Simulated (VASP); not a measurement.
Here is a VASP 6.6.1 calculation.

File INCAR:

```
ALGO = Fast ; EDIFF = 1E-6
ENCUT = 520 ; GGA = PE
ISIF = 2 ; ISMEAR = -1
LASPH = True ; LCHARG = False
LREAL = False ; LWAVE = False
NBANDS = 15 ; NELM = 80
PREC = Accurate ; SIGMA = 0.05
```

Contents of KPOINTS:

```
k-points
0
Gamma
  8 8 4
```

The input POSCAR:

```
AlIn
1.0
    3.0541300000      0.0000000000      0.0000000000
   -1.5270700000      2.6449600000      0.0000000000
    0.0000000000      0.0000000000      5.9445804000
Al In
1 1
Direct
    0.0000000000      0.0000000000      0.0000000000
    0.0000000000      0.0000000000      0.5000000000
```

Potentials or basis: VASP PAW PBE potentials, release 64 (Al, In_d).

The run is started by

```sh
$ cat potpaw_PBE.64/Al/POTCAR potpaw_PBE.64/In_d/POTCAR > POTCAR
$ mpirun -np 1 vasp_std > vasp.out
```

Task: Estimate the pressure.

Result: -0.6 GPa.

Task: Estimate the band gap on the k mesh.

Result: Zero (band 8 reaches 8.14 eV, above the bottom of band 9 at 4.18 eV).

Stress tensor (GPa, compression positive):
```
-0.43  0.00  0.00
 0.00 -0.43  0.00
 0.00  0.00 -0.97
```

Caveat: spin-orbit coupling is left out, which moves the levels of the heavy elements.
